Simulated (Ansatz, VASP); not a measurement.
# One calculation of Re2W, two programs

```
Re W
1.0
     0.00000    3.63704    3.63704
     3.63704    0.00000    3.63704
     3.63704    3.63704    0.00000
Re W
4 2
Cartesian
  4.5463 4.5463 4.5463
  4.5463 2.7278 2.7278
  2.7278 2.7278 4.5463
  2.7278 4.5463 2.7278
  0.0000 0.0000 0.0000
  1.8185 1.8185 1.8185
```

Alike in both runs: task relaxation of cell and atoms; functional PBE; k mesh 10 × 10 × 10; occupations gaussian, width 0.1 eV; no spin polarisation.

|  | VASP | Ansatz |
| --- | --- | --- |
| version | VASP 6.6.1 | Ansatz 0.2.0 |
| potentials or method | VASP PAW PBE potentials, release 64 (Re, W_sv), cutoff 600 eV | scalar-relativistic, plane waves, PAW |
| valence electrons in the cell | 56 | 88 |

```tsv
	VASP	Ansatz	Ansatz less VASP
gap on the k mesh at the Fermi level, each at its own relaxed structure (eV)	none	none	-
relaxed volume (Å³/atom)	15.88	15.88	+0.006
relaxed length of the cell vector where the two differ most in proportion (Å)	5.126	5.127	+0.0007
```

A gap of «none» marks a metal or a gap that the smearing closes. VASP's potentials hold 56 valence electrons a cell and Ansatz's 88, so a difference there can come from the potentials and not from the codes.

Neither program's run includes spin-orbit coupling.
